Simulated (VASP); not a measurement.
**W2N: single point with PBE**

W2N:

```
W N
1.0
     2.83521    0.00000    0.00000
    -1.41760    2.45536    0.00000
     0.00000    0.00000   17.65666
W N
6 3
Direct
  0.00000 0.00000 0.07569
  0.00000 0.00000 0.92431
  0.33333 0.66667 0.26203
  0.66667 0.33333 0.73797
  0.33333 0.66667 0.41720
  0.66667 0.33333 0.58280
  0.00000 0.00000 0.50000
  0.33333 0.66667 0.15033
  0.66667 0.33333 0.84967
```

```
Program                : VASP 6.6.1
Task                   : single point
Functional             : PBE
Potentials or basis    : VASP PAW PBE potentials, release 64 (W_sv, N)
Cutoff                 : 600 eV
k mesh                 : 9 × 9 × 1
Occupations            : gaussian, width 0.1 eV
Spin                   : no spin polarisation
Dipole correction      : no
Further INCAR settings : ALGO = Normal; EDIFF = 1e-06; NBANDS = 60
```

```
Pressure               : -0.9 GPa
Largest force          : 0.325 eV/Å
Band gap on the k mesh : zero (an odd number of electrons rules out a gap without spin polarisation)
```

Forces in eV/Å, atoms in the order of the input:
```
W    0.000  0.000 -0.008
W    0.000  0.000  0.008
W    0.000  0.000  0.248
W    0.000  0.000 -0.248
W    0.000  0.000 -0.325
W    0.000  0.000  0.325
N    0.000  0.000  0.000
N    0.000  0.000 -0.001
N    0.000  0.000  0.001
```

Stress tensor (GPa, compression positive):
```
-0.83  0.00  0.00
 0.00 -0.83  0.00
 0.00  0.00 -1.14
```

Levels at points of the mesh, in eV from the Fermi level:
```
           k point  band 47  band 48  band 49  band 50  band 51  band 52  band 53  band 54  band 55  band 56
(0.00, 0.00, 0.00)    -0.72    -0.48    -0.48    -0.42    -0.42     0.41     0.41     0.43     0.43     0.66
```

Wall time 3.8 min on 1 thread of Oxide Virtual Turin-like Processor, on a shared host, peak memory 0.28 GiB.

Caveat: spin-orbit coupling is left out, which moves the levels of the heavy elements.
